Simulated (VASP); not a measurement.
# GaN (P6_3mc) in VASP: settings compared

GaN is run at these levels: LDA, r2SCAN, PBE; tasks: single point, relaxation of the atoms.

All numbers are computed with VASP 6.6.1; they aren't measurements. Logs are shortened: lines on timing, memory, paths and dates and some standing lists are left out, and cuts for length are marked.

## Step 1: The cell of the first run

The structure is hexagonal, space group P6_3mc (No. 186). Conventional cell: a = 3.189 Å, b = 3.189 Å, c = 5.216 Å, α = 90.00°, β = 90.00°, γ = 120.00°. Within 2.6 Å of Ga (site symmetry 3m) lie 4 N at 1.95 to 1.96 Å. N (site symmetry 3m) has 4 Ga at 1.95 to 1.96 Å within 2.6 Å.

## Step 2: Single point, LDA

Input file INCAR:

```
SYSTEM = GaN
PREC = Accurate
ENCUT = 520
EDIFF = 1E-6
ISMEAR = 0
SIGMA = 0.05
LREAL = .FALSE.
LASPH = .TRUE.
NELM = 80
ALGO = Normal
ISIF = 2
LWAVE = .FALSE.
LCHARG = .FALSE.
NBANDS = 26
```

Input file KPOINTS:

```
regular mesh
0
G
  8 8 5
  0 0 0
```

Input file POSCAR:

```
GaN
1.0
    3.1889999985      0.0000000000      0.0000000000
   -1.5944999992      2.7617550113      0.0000000000
    0.0000000000      0.0000000000      5.2161100000
Ga N
2 2
Direct
    0.3333333333      0.6666666667      0.0004671136
    0.6666666667      0.3333333333      0.5004671136
    0.3333333333      0.6666666667      0.3765328864
    0.6666666667      0.3333333333      0.8765328864
```

Potentials or basis: VASP PAW LDA potentials, release 64 (Ga_d, N).

Started as:

```console
$ cat potpaw_LDA.64/Ga_d/POTCAR potpaw_LDA.64/N/POTCAR > POTCAR
$ mpirun -np 1 vasp_std > vasp.out
```

OUTCAR:

```text
SYSTEM = GaN
   PREC = Accurate
   ENCUT = 520
   EDIFF = 1E-6
   ISMEAR = 0
   LREAL = .FALSE.
   LASPH = .TRUE.
   NELM = 80
   ISIF = 2

 ion  position               nearest neighbor table
   1  0.333  0.667  0.000-   4 1.95   4 1.95   4 1.95   3 1.96
   2  0.667  0.333  0.500-   3 1.95   3 1.95   3 1.95   4 1.96
   3  0.333  0.667  0.377-   2 1.95   2 1.95   2 1.95   1 1.96
   4  0.667  0.333  0.877-   1 1.95   1 1.95   1 1.95   2 1.96

  LATTYP: Found a hexagonal cell.
 ALAT       =     3.1889999985
 C/A-ratio  =     1.6356569465

  Lattice vectors:

 A1 = (   3.1889999985,   0.0000000000,   0.0000000000)
 A2 = (  -1.5944999992,   2.7617550113,   0.0000000000)
 A3 = (   0.0000000000,   0.0000000000,   5.2161100000)

Analysis of symmetry for initial positions (statically):
=====================================================================
 Subroutine PRICEL returns:
 Original cell was already a primitive cell.

 Routine SETGRP: Setting up the symmetry group for a
 hexagonal supercell.

 Subroutine GETGRP returns: Found 12 space group operations
 (whereof  6 operations were pure point group operations)
 out of a pool of 24 trial point group operations.

The static configuration has the point symmetry C_3v.
 The point group associated with its full space group is C_6v.

Analysis of symmetry for dynamics (positions and initial velocities):
=====================================================================
 Subroutine PRICEL returns:
 Original cell was already a primitive cell.

 Routine SETGRP: Setting up the symmetry group for a
 hexagonal supercell.

 Subroutine GETGRP returns: Found 12 space group operations
 (whereof  6 operations were pure point group operations)
 out of a pool of 24 trial point group operations.

The dynamic configuration has the point symmetry C_3v.
 The point group associated with its full space group is C_6v.

 Subroutine INISYM returns: Found 12 space group operations
 (whereof  6 operations are pure point group operations),
 and found     1 'primitive' translations

----------------------------------------------------------------------------------------

                                     Primitive cell

  volume of cell :      45.9395

  direct lattice vectors                    reciprocal lattice vectors
     3.188999998  0.000000000  0.000000000     0.313577924  0.181044299  0.000000000
    -1.594499999  2.761755011  0.000000000     0.000000000  0.362088598  0.000000000
     0.000000000  0.000000000  5.216110000     0.000000000  0.000000000  0.191713748

  length of vectors
     3.188999998  3.188999998  5.216110000     0.362088598  0.362088598  0.191713748

  position of ions in fractional coordinates (direct lattice)
     0.333333333  0.666666667  0.000467114
     0.666666667  0.333333333  0.500467114
     0.333333333  0.666666667  0.376532886
     0.666666667  0.333333333  0.876532886

  ion indices of the primitive-cell ions
   primitive index   ion index
                 1           1
                 2           2
                 3           3
                 4           4

----------------------------------------------------------------------------------------

 KPOINTS: regular mesh

Automatic generation of k-mesh.
 Grid dimensions read from file:
 generate k-points for:    8    8    5

 Generating k-lattice:

  Cartesian coordinates                     Fractional coordinates (reciprocal lattice)
     0.039197241  0.022630537  0.000000000     0.125000000  0.000000000  0.000000000
     0.000000000  0.045261075  0.000000000     0.000000000  0.125000000  0.000000000
     0.000000000  0.000000000  0.038342750     0.000000000  0.000000000  0.200000000

  Length of vectors
     0.045261075  0.045261075  0.038342750

  Shift w.r.t. Gamma in fractional coordinates (k-lattice)
     0.000000000  0.000000000  0.000000000

 Subroutine IBZKPT returns following result:
 ===========================================

 Found     30 irreducible k-points:

 Following reciprocal coordinates:
            Coordinates               Weight
  0.000000  0.000000  0.000000      1.000000
  0.125000  0.000000  0.000000      6.000000
  0.250000  0.000000  0.000000      6.000000
  0.375000  0.000000  0.000000      6.000000
  0.500000  0.000000  0.000000      3.000000
  0.125000  0.125000  0.000000      6.000000
[... 16 lines left out ...]
  0.250000  0.000000  0.400000     12.000000
  0.375000  0.000000  0.400000     12.000000
 [... further k-points ...]
   k-points           NKPTS =     30   k-points in BZ     NKDIM =     30   number of bands    NBANDS=     26
   number of dos      NEDOS =    301   number of ions     NIONS =      4
   total plane-waves  NPLWV =  23040
   dimension x,y,z NGX =    24 NGY =   24 NGZ =   40
   dimension x,y,z NGXF=    48 NGYF=   48 NGZF=   80
   ions per type =               2   2
   NGX,Y,Z   is equivalent  to a cutoff of  12.51, 12.51, 12.75 a.u.
   NGXF,Y,Z  is equivalent  to a cutoff of  25.02, 25.02, 25.50 a.u.
 SYSTEM =  GaN
   PREC   = accura    normal or accurate (medium, high low for compatibility)
   ISTART =      0    job   : 0-new  1-cont  2-samecut
   ICHARG =      2    charge: 1-file 2-atom 10-const
   ISPIN  =      1    spin polarized calculation?
   LNONCOLLINEAR =      F non collinear calculations
   LSORBIT =      F    spin-orbit coupling
   LASPH  =      T    aspherical Exc in radial PAW
   ENCUT  =  520.0 eV  38.22 Ry    6.18 a.u.   5.93  5.93  9.70*2*pi/ulx,y,z
   NELM   =     80;   NELMIN=  2; NELMDL= -5     # of ELM steps
   EDIFF  = 0.1E-05   stopping-criterion for ELM
   LREAL  =      F    real-space projection
   EDIFFG = 0.1E-04   stopping-criterion for IOM
   NSW    =      0    number of steps for IOM
   IBRION =     -1    ionic relax: 0-MD 1-quasi-New 2-CG
   NFREE  =      0    steps in history (QN), initial steepest desc. (CG)
   ISIF   =      2    stress and relaxation
   ISYM   =      2    0-nonsym 1-usesym 2-fastsym
   POTIM  = 0.5000    time-step for ionic-motion
   TEBEG  =    0.0;   TEEND  =   0.0 temperature during run
   PSTRESS=    0.0 pullay stress
   NELECT =      36.0000    total number of electrons
   NUPDOWN=      -1.0000    fix difference up-down
   EMIN   =  10.00;   EMAX   =-10.00  energy-range for DOS
   EFERMI =   0.00;   METHOD = LEGACY
   ISMEAR =     0;   SIGMA  =   0.05  broadening in eV -4-tet -1-fermi 0-gaus
   EFERMI_NEDOS =   21; number of points for ismear=-14 and -15
   IALGO  =     38    algorithm
   IMIX   =      4    mixing-type and parameters
     AMIX     =   0.40;   BMIX     =  1.00
     AMIX_MAG =   1.60;   BMIX_MAG =  1.00
  volume/ion in A,a.u.               =      11.48        77.50
  Fermi-wavevector in a.u.,A,eV,Ry     =   1.509316  2.852194 30.994548  2.278035
  Thomas-Fermi vector in A             =   2.619654
   LORBIT       =      0    0 simple, 1 ext, 2 COOP (PROOUT), +10 PAW based schemes
   GGA     = CA    functional components
   LHFCALC =     F    Hartree Fock is set to
   AEXX    =    0.0000 exact exchange contribution
   IVDW    =     0    specifies the selected vdW correction
   LEPSILON=     F    determine dielectric tensor
   LRPA    =     F    only Hartree local field effects (RPA)
 non-spin polarized calculation
 Gauss-broadening in eV      SIGMA  =   0.05
  energy-cutoff  :      520.00
  volume of cell :       45.94
 maximum number of plane-waves:      1259
 NGX is ok and might be reduce to    24
   NGX = 11   NGY = 11   NGZ = 19

 number of electron      35.9999975 magnetization

 Free energy of the ion-electron system (eV)
  ---------------------------------------------------
  ext. energy  EPLUGINS =         0.00000000
  ---------------------------------------------------
  free energy    TOTEN  =       -27.88112562 eV

  energy without entropy =      -27.88112562  energy(sigma->0) =      -27.88112562

 E-fermi :   5.2535     XC(G=0): -12.0924

 val. band max:        5.0161041249   @ k =   0.0000   0.0000   0.0000
 cond. band min:       6.8907489076   @ k =   0.0000   0.0000   0.0000
 fundamental gap:      1.8746447827
 Fermi energy:         5.2535203527

 k-point     1 :       0.0000    0.0000    0.0000
  band No.  band energies     occupation
      1     -10.7934      2.00000
      2      -9.9499      2.00000
      3      -8.5401      2.00000
      4      -8.5238      2.00000
      5      -8.5238      2.00000
      6      -8.4648      2.00000
[... 18 lines left out ...]
     25      16.5189      0.00000
     26      16.5189      0.00000

 k-point     2 :       0.1250    0.0000    0.0000
  band No.  band energies     occupation
      1     -10.6436      2.00000
      2      -9.9160      2.00000
      3      -8.5230      2.00000
      4      -8.5025      2.00000
      5      -8.4726      2.00000
      6      -8.4448      2.00000
[... 18 lines left out ...]
     25      16.0247      0.00000
     26      16.8345      0.00000

 k-point     3 :       0.2500    0.0000    0.0000
  band No.  band energies     occupation
      1     -10.3029      2.00000
      2      -9.8541      2.00000
      3      -8.4849      2.00000
      4      -8.4651      2.00000
      5      -8.4020      2.00000
      6      -8.3640      2.00000
[... 18 lines left out ...]
     25      16.2561      0.00000
     26      17.4983      0.00000

 k-point     4 :       0.3750    0.0000    0.0000
  band No.  band energies     occupation
      1     -10.0340      2.00000
      2      -9.8168      2.00000
      3      -8.4720      2.00000
      4      -8.4512      2.00000
      5      -8.3669      2.00000
      6      -8.3123      2.00000
[... 18 lines left out ...]
     25      16.7226      0.00000
     26      17.9531      0.00000
[... 496 lines left out ...]
      1     -10.2891      2.00000
      2     -10.0563      2.00000
      3      -8.4980      2.00000
      4      -8.4867      2.00000
      5      -8.4782      2.00000
      6      -8.4657      2.00000
[... 18 lines left out ...]
     25      15.4158      0.00000
     26      15.9198      0.00000

 k-point    23 :       0.2500    0.0000    0.4000
  band No.  band energies     occupation
      1     -10.0607      2.00000
      2      -9.9230      2.00000
      3      -8.4734      2.00000
      4      -8.4470      2.00000
      5      -8.4320      2.00000
      6      -8.4006      2.00000
[... 18 lines left out ...]
     25      16.1293      0.00000
     26      16.7243      0.00000

 k-point    24 :       0.3750    0.0000    0.4000
  band No.  band energies     occupation
      1      -9.9027      2.00000
      2      -9.8371      2.00000
      3      -8.4805      2.00000
      4      -8.4472      2.00000
      5      -8.3942      2.00000
      6      -8.3449      2.00000
[... 18 lines left out ...]
     25      16.4397      0.00000
     26      17.3601      0.00000

 [... further k-points ...]

------------------------ aborting loop because EDIFF is reached ----------------------------------------

  FORCE on cell =-STRESS in cart. coord.  units (eV):
  Direction    XX          YY          ZZ          XY          YZ          ZX
  --------------------------------------------------------------------------------------
  -------------------------------------------------------------------------------------
  Total       -1.6836747     -1.6836747     -1.9799374     -0.0000000      0.0000000      0.0000000
  in kB      -58.7195022    -58.7195022    -69.0518994     -0.0000000      0.0000000      0.0000000
  external PRESSURE =     -62.1636346 kB  Pullay stress =       0.0000000 kB

 VOLUME and BASIS-vectors are now :
 -----------------------------------------------------------------------------
  energy-cutoff  :      520.00
  volume of cell :       45.94
      direct lattice vectors                 reciprocal lattice vectors
     3.188999998  0.000000000  0.000000000     0.313577924  0.181044299  0.000000000
    -1.594499999  2.761755011  0.000000000     0.000000000  0.362088598  0.000000000
     0.000000000  0.000000000  5.216110000     0.000000000  0.000000000  0.191713748

 POSITION                                       TOTAL-FORCE (eV/Angst)
 -----------------------------------------------------------------------------------
     -0.00000      1.84117      0.00244         0.000000      0.000000      0.002144
      1.59450      0.92059      2.61049        -0.000000     -0.000000      0.002144
     -0.00000      1.84117      1.96404        -0.000000     -0.000000     -0.002144
      1.59450      0.92059      4.57209        -0.000000      0.000000     -0.002144
 -----------------------------------------------------------------------------------
    total drift:                               -0.000000     -0.000001      0.000837

  FREE ENERGIE OF THE ION-ELECTRON SYSTEM (eV)
  ---------------------------------------------------
  free  energy   TOTEN  =       -27.8811256218 eV

  energy  without entropy=      -27.8811256218  energy(sigma->0) =      -27.88112562
```

It took 30 s on 1 thread of Intel Xeon Platinum 8488C (Sapphire Rapids), shared host; peak memory 0.15 GiB.

What came out:

```
Free energy            : -27.8811 eV
Pressure               : -6.2 GPa
Band gap on the k mesh : 1.87 eV, direct
```

Forces in eV/Å, atoms in the order of the input:
```
Ga   0.000  0.000  0.002
Ga   0.000  0.000  0.002
N    0.000  0.000 -0.002
N    0.000  0.000 -0.002
```

Stress tensor (GPa, compression positive):
```
-5.87  0.00  0.00
 0.00 -5.87  0.00
 0.00  0.00 -6.91
```

LDA gaps usually lie below the measured ones, often by a third to a half.

## Step 3: Single point, LDA

Input file INCAR:

```
PREC = Accurate
ENCUT = 520
EDIFF = 1E-7
ISMEAR = 0
SIGMA = 0.03
LREAL = F
LASPH = T
NELM = 60
ALGO = Normal
ISIF = 2
LWAVE = F
LCHARG = T
GGA = CA
LELF = T
LVHAR = T
NBANDS = 26
```

Input file KPOINTS:

```
Automatic mesh
0
Gamma
  8 8 5
```

POSCAR is that of step 2.

Potentials or basis: VASP PAW LDA potentials, release 64 (Ga_d, N).

Started as:

```console
$ cat potpaw_LDA.64/Ga_d/POTCAR potpaw_LDA.64/N/POTCAR > POTCAR
$ mpirun -np 1 vasp_std > vasp.out
```

Wall time 34 s (1 thread of Intel Xeon Platinum 8488C (Sapphire Rapids), shared host); peak memory 0.16 GiB.

Results (log left out):

```yaml
Free_energy: -27.8811 eV
Pressure: -6.2 GPa
Band_gap_on_the_k_mesh: 1.87 eV, direct
```

Forces on the atoms (eV/Å):
```
Ga   0.000  0.000  0.002
Ga   0.000  0.000  0.002
N    0.000  0.000 -0.002
N    0.000  0.000 -0.002
```

Stress tensor (GPa, compression positive):
```
-5.85  0.00  0.00
 0.00 -5.85  0.00
 0.00  0.00 -6.88
```

Levels at points of the mesh, in eV from the valence-band top:
```
           k point  band 15  band 16  band 17  band 18  band 19  band 20  band 21  band 22
(0.00, 0.00, 0.00)    -1.03    -0.07     0.00     0.00     1.87     4.16     8.97     9.70
(0.50, 0.00, 0.00)    -4.24    -2.74    -2.24    -1.01     4.91     5.43     5.85     8.38
```

Expect the measured gap to be larger: semilocal functionals such as LDA lack the derivative discontinuity.

(Part 1 of 2 ends here.)
